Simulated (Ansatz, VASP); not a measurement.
## One calculation of ReHgF6, two programs

```xyz
8
Lattice="5.1466 0.0000 0.0000 -2.5733 4.4571 0.0000 0.0000 -2.9714 4.7722" Properties=species:S:1:pos:R:3 pbc="T T T"
F    -0.9779    1.4857    3.7486
F     4.3489   -1.5897    3.7486
F     1.7756    0.1040    3.7486
F     3.5512    0.0000    1.0236
F    -1.7756    3.0754    1.0236
F     0.7977    1.3817    1.0236
Re    0.0000    0.0000    0.0000
Hg    2.5733   -1.4857    2.3861
```

Alike in both runs: task single point; functional PBE; k mesh 5 × 5 × 5; no spin polarisation; Hubbard terms Re d U = 3.08 eV.

|  | VASP | Ansatz |
| --- | --- | --- |
| version | VASP 6.6.1 | Ansatz 0.2.0 |
| potentials or method | VASP PAW PBE potentials, release 64 (F, Re_sv_GW, Hg_sv_GW), cutoff 600 eV | PAW plane waves |
| occupations | fermi-dirac, width 0.1 eV | fermi-dirac |
| valence electrons in the cell | 77 | 77 |

Ansatz gave:

- pressure (GPa): 18.7
- traceless stress, the component that is largest in VASP (GPa): 0.26
- rms of the force components (eV/Å): 0.584

What did VASP give for the same quantities?

Pressure (GPa): 19.4; traceless stress, the component that is largest in VASP (GPa): 0.59; rms of the force components (eV/Å): 0.627.

The programs project onto different local orbitals, so the same U acts differently, and such runs can settle in different states. Atom by atom the forces differ by 0.047 eV/Å (rms over components). Ansatz's warnings: filled band counts differ across k points, structure snapped to symmetry.

Spin-orbit coupling is off throughout.
